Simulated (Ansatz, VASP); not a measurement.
## Two plane-wave programs on PbSe

```xyz
2
Lattice="-0.2530 3.4045 3.0671 3.4045 -0.2530 3.0671 3.1514 3.1514 0.0000" Properties=species:S:1:pos:R:3 pbc="T T T"
Pb    0.0000    0.0000    0.0000
Se    3.1514    3.1514    3.0671
```

Change from the starting cell: engineering shear strain xy -0.1650, equal normal strain along x and y +0.1100.

Alike in both runs: task single point; functional PBE; dispersion D3(BJ); k mesh 10 × 10 × 10; occupations gaussian, width 0.03 eV; no spin polarisation.

|  | VASP | Ansatz |
| --- | --- | --- |
| version | VASP 6.6.1 | Ansatz 0.2.0 |
| potentials or method | VASP PAW PBE potentials, release 64 (Pb_d, Se), cutoff 520 eV | scalar-relativistic, plane waves, PAW |
| valence electrons in the cell | 20 | 30 |

|  | VASP | Ansatz | Ansatz less VASP |
| --- | --- | --- | --- |
| gap on the k mesh at the Fermi level (eV) | 0.15 | 0.14 | -0.002 |
| least direct gap on the mesh (eV) | 0.22 | 0.22 | -0.001 |
| pressure (GPa) | -5.7 | -5.7 | +0.02 |
| traceless stress, the component that is largest in VASP (GPa) | 3.45 | 3.43 | -0.014 |

VASP's potentials hold 20 valence electrons a cell and Ansatz's 30, so a difference there can come from the potentials and not from the codes.

Spin-orbit coupling is off throughout.
